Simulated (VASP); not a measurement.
A run of VASP 6.6.1:

The input INCAR:

```
SYSTEM = SrTiO3
PREC     = Accurate       ! precision mode
ENCUT    = 600            ! plane-wave cutoff, eV
EDIFF    = 1E-7           ! SCF threshold, eV
ISMEAR   = 0              ! smearing method
SIGMA    = 0.01           ! smearing width, eV
LREAL    = .False.        ! projectors in reciprocal space
LASPH    = .True.         ! aspherical terms in the spheres
NELM     = 80             ! most SCF steps
ALGO     = Normal         ! electronic algorithm
ISIF     = 3              ! what is computed and relaxed
LWAVE    = .False.        ! write WAVECAR
LCHARG   = .False.        ! write CHGCAR
GGA      = PE             ! functional
IBRION   = 2              ! ionic algorithm
NSW      = 80             ! ionic steps
EDIFFG   = -0.002         ! ionic threshold
PSTRESS  = 7.199999999999999
```

KPOINTS

```
Automatic mesh
0
Gamma
  8 8 8
  0 0 0
```

The input POSCAR:

```
SrTiO3
1.0
    3.9308045286      0.0000000000      0.0000000000
    0.0000000000      3.9308045286      0.0000000000
    0.0000000000      0.0000000000      3.9308045286
Sr Ti O
1 1 3
Direct
    0.5000000000      0.5000000000      0.5000000000
    0.0000000000      0.0000000000      0.0000000000
    0.5000000000      0.0000000000      0.0000000000
    0.0000000000      0.5000000000      0.0000000000
    0.0000000000      0.0000000000      0.5000000000
```

Potentials or basis: VASP PAW PBE potentials, release 64 (Sr_sv, Ti_sv, O).

Run with:

```sh
$ cat potpaw_PBE.64/Sr_sv/POTCAR potpaw_PBE.64/Ti_sv/POTCAR potpaw_PBE.64/O/POTCAR > POTCAR
$ mpirun -np 1 vasp_std > vasp.out
```

Hardware: 1 thread of AMD EPYC 9R45 96-Core Processor (Zen 5), with other jobs on the host.

**Question.** How long does it take, and how much memory?

**Answer.** It took 91 s on 1 thread of AMD EPYC 9R45 96-Core Processor (Zen 5), on a shared host, peak memory 0.2 GiB. Counts: scf iterations 38, k points 35, ion steps 3.
